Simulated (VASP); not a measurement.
Crystal: Li.

```xyz
4
Lattice="-3.7326 3.7326 1.3465 3.7326 -3.7326 1.3465 3.7326 3.7326 -1.3465" Properties=species:S:1:pos:R:3 pbc="T T T"
Li    3.7326    1.8663    0.3366
Li    0.0000    1.8663    1.6832
Li    1.8663    3.7326   -0.3366
Li    1.8663    0.0000    1.0099
```

| Quantity | Value |
| --- | --- |
| Program | VASP 6.6.1 |
| Task | relaxation of cell and atoms |
| Functional | PBE |
| Potentials or basis | VASP PAW PBE potentials, release 64 (Li_sv) |
| Cutoff | 600 eV |
| k mesh | 18 × 18 × 18 |
| Occupations | gaussian, width 0.1 eV |
| Spin | no spin polarisation |

At the start: pressure 1.0 GPa; volume 18.76 Å³/atom.

How do energy, volume and symmetry change on relaxing?

Over 4 steps the energy falls by 10.8 meV/atom and the volume is 20.05 Å³/atom (+6.9 %); space group I4_1/amd (No. 141, to 0.05 Å).

The path:
| step | energy change (eV) | largest force (eV/Å) | pressure (GPa) | volume (Å³) |
| --- | --- | --- | --- | --- |
| 1 | 0.0000 | 0.0000 | 1.03 | 75.04 |
| 2 | -0.0196 | 0.0000 | 0.74 | 76.35 |
| 3 | -0.0433 | 0.0000 | 0.06 | 80.00 |
| 4 | -0.0433 | 0.0000 | 0.02 | 80.20 |

Final structure:
```cif
data_structure
_symmetry_space_group_name_H-M 'P 1'
_symmetry_Int_Tables_number 1
_cell_length_a 5.4784
_cell_length_b 5.4784
_cell_length_c 5.4784
_cell_angle_alpha 93.931
_cell_angle_beta 93.931
_cell_angle_gamma 149.643
_cell_volume 80.20
loop_
_atom_site_label
_atom_site_type_symbol
_atom_site_fract_x
_atom_site_fract_y
_atom_site_fract_z
_atom_site_occupancy
Li1 Li 0.37500 0.62500 0.75000 1
Li2 Li 0.87500 0.62500 0.25000 1
Li3 Li 0.37500 0.12500 0.75000 1
Li4 Li 0.37500 0.62500 0.25000 1
```

Caveat: the cutoff is under 1.25 times the usual one of these potentials, so pressure, stress and relaxed cells hold a basis-set (Pulay) error.
